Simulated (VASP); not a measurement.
Here is a VASP 6.6.1 calculation.

Contents of POSCAR:

```
SnSe
1.0
    5.0747781426      0.0000000000      0.0000000000
   -2.5373890713      4.3948867901      0.0000000000
    0.0000000000      0.0000000000      5.9267287138
Sn Se
2 2
Direct
    0.3333333333      0.6666666667     -0.0504238894
    0.6666666667      0.3333333333      0.4495761106
    0.3333333333      0.6666666667      0.4254238894
    0.6666666667      0.3333333333      0.9254238894
```

INCAR.step1

```
SYSTEM = SnSe
PREC     = Accurate       ! precision mode
ENCUT    = 520            ! plane-wave cutoff, eV
ISMEAR   = 0              ! smearing method
SIGMA    = 0.01           ! smearing width, eV
LREAL    = .False.        ! projectors in reciprocal space
LASPH    = .True.         ! aspherical terms in the spheres
NELM     = 60             ! most SCF steps
NBANDS   = 28             ! bands
GGA      = PE             ! functional
ALGO     = Normal         ! electronic algorithm
EDIFF    = 1E-4           ! SCF threshold, eV
LWAVE    = .True.         ! write WAVECAR
LCHARG   = .False.        ! write CHGCAR
```

The input INCAR.step2:

```
SYSTEM = SnSe
PREC     = Accurate       ! precision mode
ENCUT    = 520            ! plane-wave cutoff, eV
EDIFF    = 1E-6           ! SCF threshold, eV
ISMEAR   = 0              ! smearing method
SIGMA    = 0.01           ! smearing width, eV
LREAL    = .False.        ! projectors in reciprocal space
LASPH    = .True.         ! aspherical terms in the spheres
NELM     = 60             ! most SCF steps
ALGO     = Normal         ! electronic algorithm
ISIF     = 2              ! what is computed and relaxed
LWAVE    = .False.        ! write WAVECAR
LCHARG   = .False.        ! write CHGCAR
METAGGA  = R2SCAN         ! meta-GGA
LMIXTAU  = .True.       
NBANDS   = 28             ! bands
ISTART   = 1
```

The input KPOINTS:

```
Automatic mesh
0
Gamma
  6 6 4
  0 0 0
```

Potentials or basis: VASP PAW PBE potentials, release 64 (Sn_d, Se).

Launch:

```console
$ cat potpaw_PBE.64/Sn_d/POTCAR potpaw_PBE.64/Se/POTCAR > POTCAR
$ cp INCAR.step1 INCAR
$ mpirun -np 1 vasp_std > vasp.out
$ cp INCAR.step2 INCAR
$ mpirun -np 1 vasp_std > vasp.out
```

Question: Predict the pressure.

Answer: 1.2 GPa.

Question: What does it give for the band gap on the k mesh?

Answer: 0.65 eV, indirect (least direct gap 0.71 eV).

Question: What does it give for the largest force?

Answer: 0.007 eV/Å.

Stress tensor (GPa, compression positive):
```
0.15 0.00 0.00
0.00 0.15 0.00
0.00 0.00 3.45
```

Caveat: the cell differs from its parent crystal (uniaxial z strain -4.0%); the PAW data sets were made with another functional, which shifts forces and pressure a little; spin-orbit coupling is left out, which moves the levels of the heavy elements. A k mesh can miss the band edges.
